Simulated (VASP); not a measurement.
# CaSe (I4/mmm) in VASP: single point with r2SCAN

Aim: the single point of CaSe with r2SCAN.

Everything below comes from runs of VASP 6.6.1. Logs are shortened: lines on timing, memory, paths and dates and some standing lists are left out, and cuts for length are marked.

## 1. The cell of the first run

The structure is tetragonal, space group I4/mmm (No. 139). The conventional cell has a = 4.197 Å, b = 4.197 Å, c = 5.652 Å, α = 90.00°, β = 90.00°, γ = 90.00°. Within 3.7 Å of Ca (site symmetry 4/mmm) lie 6 Se at 2.83 to 2.97 Å. Within 3.7 Å of Se (site symmetry 4/mmm) lie 6 Ca at 2.83 to 2.97 Å.

## 2. Single point, r2SCAN (uniaxial z strain -4.8%)

Contents of POSCAR:

```
CaSe
1.0
    0.0000000000      2.9675351259      2.8259837003
    2.9675351259      0.0000000000      2.8259837003
    2.9675351259      2.9675351259      0.0000000000
Ca Se
1 1
Direct
    0.0000000000      0.0000000000      0.0000000000
    0.5000000000      0.5000000000      0.5000000000
```

Contents of INCAR.step1:

```
SYSTEM = CaSe
ALGO     = Normal         ! electronic algorithm
EDIFF    = 1E-4           ! SCF threshold, eV
ENCUT    = 520            ! plane-wave cutoff, eV
GGA      = PE             ! functional
ISMEAR   = 0              ! smearing method
LASPH    = .True.         ! aspherical terms in the spheres
LCHARG   = .False.        ! write CHGCAR
LREAL    = .False.        ! projectors in reciprocal space
LWAVE    = .True.         ! write WAVECAR
NBANDS   = 15             ! bands
NELM     = 60             ! most SCF steps
PREC     = Accurate       ! precision mode
SIGMA    = 0.01           ! smearing width, eV
```

Contents of INCAR.step2:

```
SYSTEM = CaSe
ALGO     = Normal         ! electronic algorithm
EDIFF    = 1E-6           ! SCF threshold, eV
ENCUT    = 520            ! plane-wave cutoff, eV
ISIF     = 2              ! what is computed and relaxed
ISMEAR   = 0              ! smearing method
ISTART   = 1            
LASPH    = .True.         ! aspherical terms in the spheres
LCHARG   = .True.         ! write CHGCAR
LELF     = .True.         ! ELF
LMIXTAU  = .True.       
LREAL    = .False.        ! projectors in reciprocal space
LVHAR    = .True.       
LWAVE    = .False.        ! write WAVECAR
METAGGA  = R2SCAN         ! meta-GGA
NBANDS   = 15             ! bands
NELM     = 60             ! most SCF steps
PREC     = Accurate       ! precision mode
SIGMA    = 0.01           ! smearing width, eV
```

Contents of KPOINTS:

```
k-points
0
Gamma
  8 8 8
  0 0 0
```

Potentials or basis: VASP PAW PBE potentials, release 64 (Ca_sv, Se).

Run with:

```sh
cat potpaw_PBE.64/Ca_sv/POTCAR potpaw_PBE.64/Se/POTCAR > POTCAR
cp INCAR.step1 INCAR
mpirun -np 1 vasp_std > vasp.out
cp INCAR.step2 INCAR
mpirun -np 1 vasp_std > vasp.out
```

OUTCAR:

```text
SYSTEM = CaSe
   EDIFF = 1E-6
   ENCUT = 520
   ISIF = 2
   ISMEAR = 0
   ISTART = 1
   LASPH = .True.
   LREAL = .False.
   METAGGA = R2SCAN
   NELM = 60
   PREC = Accurate

 ion  position               nearest neighbor table
   1  0.000  0.000  0.000-   2 2.83   2 2.83   2 2.97   2 2.97   2 2.97   2 2.97
   2  0.500  0.500  0.500-   1 2.83   1 2.83   1 2.97   1 2.97   1 2.97   1 2.97

  LATTYP: Found a body centered tetragonal cell.
 ALAT       =     4.1967284219
 C/A-ratio  =     1.3467555754

  Lattice vectors:

 A1 = (   0.0000000000,  -2.9675351259,  -2.8259837003)
 A2 = (   0.0000000000,   2.9675351259,  -2.8259837003)
 A3 = (   2.9675351259,   0.0000000000,   2.8259837003)

Analysis of symmetry for initial positions (statically):
=====================================================================
 Subroutine PRICEL returns:
 Original cell was already a primitive cell.

 Routine SETGRP: Setting up the symmetry group for a
 body centered tetragonal supercell.

 Subroutine GETGRP returns: Found 16 space group operations
 (whereof 16 operations were pure point group operations)
 out of a pool of 16 trial point group operations.

The static configuration has the point symmetry D_4h.

Analysis of symmetry for dynamics (positions and initial velocities):
=====================================================================
 Subroutine PRICEL returns:
 Original cell was already a primitive cell.

 Routine SETGRP: Setting up the symmetry group for a
 body centered tetragonal supercell.

 Subroutine GETGRP returns: Found 16 space group operations
 (whereof 16 operations were pure point group operations)
 out of a pool of 16 trial point group operations.

The dynamic configuration has the point symmetry D_4h.

 Subroutine INISYM returns: Found 16 space group operations
 (whereof 16 operations are pure point group operations),
 and found     1 'primitive' translations

----------------------------------------------------------------------------------------

                                     Primitive cell

  volume of cell :      49.7727

  direct lattice vectors                    reciprocal lattice vectors
     0.000000000  2.967535126  2.825983700    -0.168490002  0.168490002  0.176929541
     2.967535126  0.000000000  2.825983700     0.168490002 -0.168490002  0.176929541
     2.967535126  2.967535126  0.000000000     0.168490002  0.168490002 -0.176929541

  length of vectors
     4.097859026  4.097859026  4.196728422     0.296785822  0.296785822  0.296785822

[... 86 lines left out ...]
   ISIF   =      2    stress and relaxation
   ISYM   =      2    0-nonsym 1-usesym 2-fastsym
   POTIM  = 0.5000    time-step for ionic-motion
   TEBEG  =    0.0;   TEEND  =   0.0 temperature during run
   PSTRESS=    0.0 pullay stress
   NELECT =      16.0000    total number of electrons
   NUPDOWN=      -1.0000    fix difference up-down
   EMIN   =  10.00;   EMAX   =-10.00  energy-range for DOS
   EFERMI =   0.00;   METHOD = LEGACY
   ISMEAR =     0;   SIGMA  =   0.01  broadening in eV -4-tet -1-fermi 0-gaus
   EFERMI_NEDOS =   21; number of points for ismear=-14 and -15
   IALGO  =     38    algorithm
   IMIX   =      4    mixing-type and parameters
     AMIX     =   0.40;   BMIX     =  1.00
     AMIX_MAG =   1.60;   BMIX_MAG =  1.00
  volume/ion in A,a.u.               =      24.89       167.94
  Fermi-wavevector in a.u.,A,eV,Ry     =   1.121461  2.119255 17.111719  1.257676
  Thomas-Fermi vector in A             =   2.258115
   LORBIT       =      0    0 simple, 1 ext, 2 COOP (PROOUT), +10 PAW based schemes
   METAGGA = R2SCAN    functional components
   LHFCALC =     F    Hartree Fock is set to
   AEXX    =    0.0000 exact exchange contribution
   IVDW    =     0    specifies the selected vdW correction
   LEPSILON=     F    determine dielectric tensor
   LRPA    =     F    only Hartree local field effects (RPA)
 non-spin polarized calculation
 Gauss-broadening in eV      SIGMA  =   0.01
  energy-cutoff  :      520.00
  volume of cell :       49.77
 maximum number of plane-waves:      1355
   NGX = 15   NGY = 15   NGZ = 15

 number of electron      16.0000000 magnetization

 Free energy of the ion-electron system (eV)
  ---------------------------------------------------
  ext. energy  EPLUGINS =         0.00000000
  ---------------------------------------------------
  free energy    TOTEN  =       -25.92103145 eV

  energy without entropy =      -25.92103145  energy(sigma->0) =      -25.92103145

 E-fermi :   2.6185     XC(G=0):  -9.7523

 val. band max:        2.4903839035   @ k =   0.0000   0.0000   0.0000
 cond. band min:       4.8278181615   @ k =   0.5000   0.5000   0.0000
 fundamental gap:      2.3374342581
 Fermi energy:         2.6184634909

 k-point     1 :       0.0000    0.0000    0.0000
  band No.  band energies     occupation
      1     -38.7069      2.00000
      2     -18.8305      2.00000
      3     -18.8304      2.00000
      4     -18.8250      2.00000
      5      -9.8855      2.00000
      6       2.4430      2.00000
      7       2.4430      2.00000
      8       2.4904      2.00000
      9       6.5590      0.00000
     10       6.5591      0.00000
     11       6.6261      0.00000
     12       6.9010      0.00000
     13       7.2141      0.00000
     14       7.6146      0.00000
[... 401 lines left out ...]
      2     -18.9293      2.00000
      3     -18.8453      2.00000
      4     -18.8373      2.00000
      5      -9.2956      2.00000
      6      -0.2463      2.00000
      7       1.2474      2.00000
      8       1.4943      2.00000
      9       6.6786      0.00000
     10       8.1763      0.00000
     11       8.3183      0.00000
     12       8.9245      0.00000
     13       9.4149      0.00000
     14      10.4438      0.00000
     15      11.9091      0.00000

 [... further k-points ...]
[... 5 lines left out ...]
  --------------------------------------------------------------------------------------
  -------------------------------------------------------------------------------------
  Total        0.3860522      0.3860522      2.4510518      0.0000000      0.0000000      0.0000000
  in kB       12.4269707     12.4269707     78.8990331      0.0000000      0.0000000      0.0000000
  external PRESSURE =      34.5843248 kB  Pullay stress =       0.0000000 kB

 VOLUME and BASIS-vectors are now :
 -----------------------------------------------------------------------------
  energy-cutoff  :      520.00
  volume of cell :       49.77
      direct lattice vectors                 reciprocal lattice vectors
     0.000000000  2.967535126  2.825983700    -0.168490002  0.168490002  0.176929541
     2.967535126  0.000000000  2.825983700     0.168490002 -0.168490002  0.176929541
     2.967535126  2.967535126  0.000000000     0.168490002  0.168490002 -0.176929541

 POSITION                                       TOTAL-FORCE (eV/Angst)
 -----------------------------------------------------------------------------------
      0.00000      0.00000      0.00000         0.000000     -0.000000     -0.000000
      2.96754      2.96754      2.82598         0.000000      0.000000      0.000000
 -----------------------------------------------------------------------------------
    total drift:                               -0.000000      0.000000      0.000000

  FREE ENERGIE OF THE ION-ELECTRON SYSTEM (eV)
  ---------------------------------------------------
  free  energy   TOTEN  =       -25.9210314530 eV

  energy  without entropy=      -25.9210314530  energy(sigma->0) =      -25.92103145
```

Wall time 2.1 min (1 thread of Intel Xeon 6975P-C (Granite Rapids), shared host); peak memory 0.2 GiB.

What came out:

| Quantity | Value |
| --- | --- |
| Free energy | -25.9210 eV |
| Pressure | 3.5 GPa |
| Band gap on the k mesh | 2.34 eV, indirect (least direct gap 3.29 eV) |

Caveat: the cell differs from its parent crystal (uniaxial z strain -4.8%); the PAW data sets were made with another functional, which shifts forces and pressure a little. A k mesh can miss the band edges.
